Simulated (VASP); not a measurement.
Set up this calculation in VASP 6.6.1, as the native input.

| Quantity | Value |
| --- | --- |
| Task | single point |
| Functional | PBE |
| Potentials or basis | VASP PAW PBE potentials, release 64 (Ge_d, Pt) |
| Cutoff | 520 eV |
| k mesh | 12 × 12 × 8 |
| Occupations | gaussian, width 0.1 eV |
| Spin | no spin polarisation |
| Dipole correction | no |
| Further INCAR settings | ALGO = Normal; EDIFF = 1e-06; NBANDS = 32 |

The structure of GePt lies in POSCAR:

```
GePt
1.0
    3.9419697118      0.0000000000      0.0000000000
    0.0000000000      3.9419697118      0.0000000000
    0.0000000000      0.0000000000      5.8090496892
Ge Pt
2 2
Direct
    0.0000000000      0.5000000000      0.2760915596
    0.5000000000      0.0000000000      0.7239084404
    0.0000000000      0.0000000000      0.0000000000
    0.5000000000      0.5000000000      0.0000000000
```

One way to write it, as run:

INCAR

```
  PREC = Accurate
  ENCUT = 520
  EDIFF = 1E-6
  ISMEAR = 0
  SIGMA = 0.1
  LREAL = F
  LASPH = T
  NELM = 60
  ALGO = Normal
  ISIF = 2
  LWAVE = F
  LCHARG = F
  GGA = PE
  NBANDS = 32
```

KPOINTS

```
regular mesh
0
Gamma
  12 12 8
```

Potentials or basis: VASP PAW PBE potentials, release 64 (Ge_d, Pt).

Launch:

```bash
$ cat potpaw_PBE.64/Ge_d/POTCAR potpaw_PBE.64/Pt/POTCAR > POTCAR
$ mpirun -np 1 vasp_std > vasp.out
```

It gave:

```
Pressure               : 0.0 GPa
Largest force          : 0.017 eV/Å
Band gap on the k mesh : zero (bands 24 and 25 overlap by 1.98 eV)
```

Caveat: spin-orbit coupling is left out, which moves the levels of the heavy elements.

It took 3.2 min on 1 thread of Intel(R) Xeon(R) 6975P-C (Granite Rapids), with other jobs on the host, peak memory 0.45 GiB.
